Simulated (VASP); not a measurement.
# TiC (Fm-3m) in VASP: notebook

The runs below take TiC through single point, with HSE06, PBE-based screened hybrid with 25 % exact exchange.

All numbers are computed with VASP 6.6.1; they aren't measurements. Logs are shortened: lines on timing, memory, paths and dates and some standing lists are left out, and cuts for length are marked.

## (1) The cell of the first run

It takes space group Fm-3m (No. 225, cubic). Conventional cell: a = 4.388 Å, b = 4.388 Å, c = 4.388 Å, α = 90.00°, β = 90.00°, γ = 90.00°. Ti (site symmetry m-3m) has 6 C at 2.19 Å within 2.9 Å. C (site symmetry m-3m) has 6 Ti at 2.19 Å within 2.9 Å.

## (2) Single point, HSE06

POSCAR

```
TiC
1.0
    0.0000000000      2.1942184125      2.1942184125
    2.1942184125      0.0000000000      2.1942184125
    2.1942184125      2.1942184125      0.0000000000
Ti C
1 1
Direct
    0.0000000000      0.0000000000      0.0000000000
    0.5000000000      0.5000000000      0.5000000000
```

INCAR.step1

```
SYSTEM = TiC
PREC = Accurate
ENCUT = 520
EDIFF = 1E-5
ISMEAR = -1
SIGMA = 0.05
LREAL = .False.
LASPH = .True.
NELM = 60
ALGO = Normal
ISIF = 2
LWAVE = .True.
LCHARG = .False.
NBANDS = 15
GGA = PE
```

INCAR.step2

```
SYSTEM = TiC
PREC = Accurate
ENCUT = 520
EDIFF = 1E-7
ISMEAR = -1
SIGMA = 0.05
LREAL = .False.
LASPH = .True.
NELM = 60
ALGO = Normal
ISIF = 2
LWAVE = .False.
LCHARG = .False.
GGA = PE
LHFCALC = .True.
HFSCREEN = 0.2079
PRECFOCK = Normal
NBANDS = 15
ISTART = 1
```

KPOINTS

```
Automatic mesh
0
Gamma
  6 6 6
  0 0 0
```

Potentials or basis: VASP PAW PBE potentials, release 64 (Ti_sv, C).

Launch:

```console
$ cat potpaw_PBE.64/Ti_sv/POTCAR potpaw_PBE.64/C/POTCAR > POTCAR
$ cp INCAR.step1 INCAR
$ mpirun -np 1 vasp_std > vasp.out
$ cp INCAR.step2 INCAR
$ mpirun -np 1 vasp_std > vasp.out
```

OUTCAR:

```text
SYSTEM = TiC
   PREC = Accurate
   ENCUT = 520
   EDIFF = 1E-7
   ISMEAR = -1
   LREAL = .False.
   LASPH = .True.
   NELM = 60
   ISIF = 2
   GGA = PE
   LHFCALC = .True.
   HFSCREEN = 0.2079
   PRECFOCK = Normal
   ISTART = 1

 ion  position               nearest neighbor table
   1  0.000  0.000  0.000-   2 2.19   2 2.19   2 2.19   2 2.19   2 2.19   2 2.19
   2  0.500  0.500  0.500-   1 2.19   1 2.19   1 2.19   1 2.19   1 2.19   1 2.19

  LATTYP: Found a face centered cubic cell.
 ALAT       =     4.3884368250

  Lattice vectors:

 A1 = (   0.0000000000,   2.1942184125,   2.1942184125)
 A2 = (   2.1942184125,   0.0000000000,   2.1942184125)
 A3 = (   2.1942184125,   2.1942184125,   0.0000000000)

Analysis of symmetry for initial positions (statically):
=====================================================================
 Subroutine PRICEL returns:
 Original cell was already a primitive cell.

 Routine SETGRP: Setting up the symmetry group for a
 face centered cubic supercell.

 Subroutine GETGRP returns: Found 48 space group operations
 (whereof 48 operations were pure point group operations)
 out of a pool of 48 trial point group operations.

The static configuration has the point symmetry O_h .

Analysis of symmetry for dynamics (positions and initial velocities):
=====================================================================
 Subroutine PRICEL returns:
 Original cell was already a primitive cell.

 Routine SETGRP: Setting up the symmetry group for a
 face centered cubic supercell.

 Subroutine GETGRP returns: Found 48 space group operations
 (whereof 48 operations were pure point group operations)
 out of a pool of 48 trial point group operations.

The dynamic configuration has the point symmetry O_h .

 Subroutine INISYM returns: Found 48 space group operations
 (whereof 48 operations are pure point group operations),
 and found     1 'primitive' translations

----------------------------------------------------------------------------------------

                                     Primitive cell

  volume of cell :      21.1285

  direct lattice vectors                    reciprocal lattice vectors
     0.000000000  2.194218413  2.194218413    -0.227871572  0.227871572  0.227871572
     2.194218413  0.000000000  2.194218413     0.227871572 -0.227871572  0.227871572
     2.194218413  2.194218413  0.000000000     0.227871572  0.227871572 -0.227871572
[... 91 lines left out ...]
   EFERMI_NEDOS =   21; number of points for ismear=-14 and -15
   IALGO  =     38    algorithm
   IMIX   =      1    mixing-type and parameters
     AMIX     =   0.40;   BMIX     =  1.00
     AMIX_MAG =   1.60;   BMIX_MAG =  1.00
  volume/ion in A,a.u.               =      10.56        71.29
  Fermi-wavevector in a.u.,A,eV,Ry     =   1.492193  2.819836 30.295272  2.226640
  Thomas-Fermi vector in A             =   2.604752
   LORBIT       =      0    0 simple, 1 ext, 2 COOP (PROOUT), +10 PAW based schemes
   GGA     = PE    functional components
   LHFCALC =     T    Hartree Fock is set to
   PRECFOCK=normal    Normal, Fast or Accurate (Low or Medium for compatibility)
   ENCUT4O =  -1.0   cutoff for four orbital integrals eV
   NKREDX  =     1    reduce k-point grid by
   NKREDY  =     1    reduce k-point grid by
   NKREDZ  =     1    reduce k-point grid by
   AEXX    =    0.2500 exact exchange contribution
   HFSCREEN=    0.2079 screening length (either q_TF or 0.3 A-1)
   HFSCREENC=   0.2079 screening length for correlation (either q_TF or 0.3 A-1)
   ENCUTFOCK=  -1.0 apply spherical cutoff to Coloumb kernel
   IVDW    =     0    specifies the selected vdW correction
   LEPSILON=     F    determine dielectric tensor
   LRPA    =     F    only Hartree local field effects (RPA)
 non-spin polarized calculation
  energy-cutoff  :      520.00
  volume of cell :       21.13
 maximum number of plane-waves:       588
  NGX = 18; NGY = 18; NGZ = 18

 number of electron      15.9999996 magnetization

 Free energy of the ion-electron system (eV)
  ---------------------------------------------------
  ext. energy  EPLUGINS =         0.00000000
  ---------------------------------------------------
  free energy    TOTEN  =       -21.97323614 eV

  energy without entropy =      -21.96865550  energy(sigma->0) =      -21.97094582

 E-fermi :   8.7576     XC(G=0): -10.2344

 val. band max:        8.7503636027   @ k =   0.1667   0.1667   0.0000
 cond. band min:       9.3941126807   @ k =   0.1667   0.1667   0.0000
 fundamental gap:      0.6437490779
 Fermi energy:         8.7576112904

 k-point     1 :       0.0000    0.0000    0.0000
  band No.  band energies     occupation
      1     -52.6742      2.00000
      2     -27.0563      2.00000
      3     -27.0563      2.00000
      4     -27.0563      2.00000
      5      -5.1458      2.00000
      6      10.1920      0.00000
      7      10.1920      0.00000
      8      10.1920      0.00000
      9      10.7284      0.00000
     10      10.7284      0.00000
     11      10.7284      0.00000
     12      10.8343      0.00000
     13      10.8343      0.00000
     14      19.8258      0.00000
[... 257 lines left out ...]
      2     -27.4125      2.00000
      3     -27.2817      2.00000
      4     -27.2185      2.00000
      5      -2.1843      2.00000
      6       4.8462      2.00000
      7       5.7659      2.00000
      8       6.2810      2.00000
      9      11.1965      0.00000
     10      13.0799      0.00000
     11      13.3157      0.00000
     12      13.8426      0.00000
     13      14.9812      0.00000
     14      23.0721      0.00000
     15      23.8037      0.00000

------------------------ aborting loop because EDIFF is reached ----------------------------------------

  FORCE on cell =-STRESS in cart. coord.  units (eV):
  Direction    XX          YY          ZZ          XY          YZ          ZX
  --------------------------------------------------------------------------------------
  -------------------------------------------------------------------------------------
  Total       -1.8370541     -1.8370541     -1.8370541      0.0000000     -0.0000000     -0.0000000
  in kB     -139.3038010   -139.3038010   -139.3038010      0.0000000     -0.0000000     -0.0000000
  external PRESSURE =    -139.3038010 kB  Pullay stress =       0.0000000 kB

 VOLUME and BASIS-vectors are now :
 -----------------------------------------------------------------------------
  energy-cutoff  :      520.00
  volume of cell :       21.13
      direct lattice vectors                 reciprocal lattice vectors
     0.000000000  2.194218413  2.194218413    -0.227871572  0.227871572  0.227871572
     2.194218413  0.000000000  2.194218413     0.227871572 -0.227871572  0.227871572
     2.194218413  2.194218413  0.000000000     0.227871572  0.227871572 -0.227871572

 POSITION                                       TOTAL-FORCE (eV/Angst)
 -----------------------------------------------------------------------------------
      0.00000      0.00000      0.00000        -0.000000      0.000000     -0.000000
      2.19422      2.19422      2.19422         0.000000     -0.000000      0.000000
 -----------------------------------------------------------------------------------
    total drift:                               -0.000000     -0.000000     -0.000000

  FREE ENERGIE OF THE ION-ELECTRON SYSTEM (eV)
  ---------------------------------------------------
  free  energy   TOTEN  =       -21.9732361415 eV

  energy  without entropy=      -21.9686554995  energy(sigma->0) =      -21.97094582
```

OSZICAR.step1:

```text
N       E                     dE             d eps       ncg     rms          rms(c)
DAV:   1     0.121762244971E+03    0.12176E+03   -0.80380E+03   480   0.125E+03
DAV:   2    -0.162110637734E+02   -0.13797E+03   -0.12941E+03   494   0.333E+02
DAV:   3    -0.241118654565E+02   -0.79008E+01   -0.77251E+01   660   0.792E+01
DAV:   4    -0.243918068808E+02   -0.27994E+00   -0.27965E+00   547   0.140E+01
DAV:   5    -0.243997382718E+02   -0.79314E-02   -0.79224E-02   645   0.203E+00    0.176E+01
DAV:   6    -0.194558563742E+02    0.49439E+01   -0.12460E+01   662   0.560E+01    0.744E+00
DAV:   7    -0.187346777952E+02    0.72118E+00   -0.24793E+00   543   0.218E+01    0.466E+00
DAV:   8    -0.187107825943E+02    0.23895E-01   -0.12164E-01   529   0.330E+00    0.362E+00
DAV:   9    -0.186830008113E+02    0.27782E-01   -0.11809E-01   637   0.526E+00    0.837E-01
DAV:  10    -0.186814428332E+02    0.15580E-02   -0.13824E-02   620   0.123E+00    0.644E-01
DAV:  11    -0.186794045767E+02    0.20383E-02   -0.23384E-03   530   0.716E-01    0.381E-01
DAV:  12    -0.186783683478E+02    0.10362E-02   -0.16711E-03   537   0.723E-01    0.779E-02
DAV:  13    -0.186783233462E+02    0.45002E-04   -0.12428E-04   536   0.132E-01    0.435E-02
DAV:  14    -0.186783074433E+02    0.15903E-04   -0.31688E-05   622   0.645E-02    0.578E-03
DAV:  15    -0.186783078502E+02   -0.40697E-06   -0.20902E-06   254   0.135E-02
   1 F= -.18678308E+02 E0= -.18675844E+02  d E =-.492686E-02
```

Wall time 60 min (1 thread of Intel Xeon Platinum 8375C at 2.90GHz (Ice Lake), shared host); peak memory 0.25 GiB.

Results:

```yaml
Free_energy: -21.9732 eV
Pressure: -13.9 GPa
Band_gap_on_the_k_mesh: zero (bands 8 and 9 overlap by 1.80 eV)
```

Levels at points of the mesh, in eV from the Fermi level:
| k point | band 4 | band 5 | band 6 | band 7 | band 8 | band 9 | band 10 | band 11 | band 12 | band 13 |
| --- | --- | --- | --- | --- | --- | --- | --- | --- | --- | --- |
| (0.00, 0.00, 0.00) | -35.81 | -13.90 | 1.43 | 1.43 | 1.43 | 1.97 | 1.97 | 1.97 | 2.08 | 2.08 |
| (0.50, 0.00, 0.00) | -35.86 | -10.22 | -6.51 | -3.24 | -3.24 | 3.90 | 3.90 | 5.12 | 8.75 | 9.20 |
| (0.50, 0.50, 0.00) | -35.97 | -11.38 | -4.08 | -1.25 | -0.13 | -0.13 | 3.19 | 4.55 | 4.55 | 6.49 |

Caveat: the k points lie up to 0.41 Å⁻¹ apart, too coarse for converged energies and pressures of a metal; the PAW data sets were made with another functional, which shifts forces and pressure a little.

(Continued in part 2 of 2.)

The gap in the log of VASP goes by the Fermi energy; the results here count the filled bands.